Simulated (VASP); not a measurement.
## Ti2Te2Pt: single point with PBE

Crystal: Ti2Te2Pt.

```
Ti Te Pt
1.0
     5.87236    0.00000    0.00000
    -2.93618    5.08561    0.00000
     0.00000    0.00000    4.40643
Ti Te Pt
2 2 1
Direct
  0.33333 0.66667 0.92823
  0.66667 0.33333 0.92823
  0.33333 0.66667 0.45496
  0.66667 0.33333 0.45496
  0.00000 0.00000 0.02944
```

```yaml
Program: VASP 6.6.1
Task: single point
Functional: PBE
Potentials_or_basis: VASP PAW PBE potentials, release 64 (Ti_sv, Te, Pt)
Cutoff: 520 eV
k_mesh: 3 × 3 × 4
Occupations: gaussian, width 0.1 eV
Spin: no spin polarisation
Dipole_correction: no
Further_INCAR_settings: ALGO = Normal; EDIFF = 1e-06; NBANDS = 31
```

```yaml
Pressure: 21.6 GPa
Largest_force: 7.139 eV/Å
Band_gap_on_the_k_mesh: zero (band 23 reaches 6.03 eV, above the bottom of band 24 at 5.55 eV)
```

Forces on the atoms (eV/Å):
```
Ti   0.000  0.000  7.139
Ti   0.000  0.000  7.139
Te   0.000  0.000 -6.915
Te   0.000  0.000 -6.915
Pt   0.000  0.000 -0.448
```

Stress tensor (GPa, compression positive):
```
-10.42   0.00   0.00
  0.00 -10.42   0.00
  0.00   0.00  85.78
```

Levels at points of the mesh, in eV from the Fermi level:
| k point | band 20 | band 21 | band 22 | band 23 | band 24 | band 25 | band 26 | band 27 |
| --- | --- | --- | --- | --- | --- | --- | --- | --- |
| (0.00, 0.00, 0.00) | -0.87 | -0.82 | -0.05 | -0.05 | 0.02 | 0.54 | 0.54 | 0.88 |
| (0.00, 0.00, 0.50) | -0.63 | -0.63 | -0.20 | 0.35 | 0.35 | 0.40 | 0.40 | 2.33 |

Wall time 37 s on 1 thread of Intel(R) Xeon(R) 6975P-C (Granite Rapids), on a shared host, peak memory 0.29 GiB.

Caveat: the k points lie up to 0.41 Å⁻¹ apart; spin-orbit coupling is left out, which moves the levels of the heavy elements; forces of over 1 eV/Å act on the atoms, so gaps and moduli don't describe the material at rest.
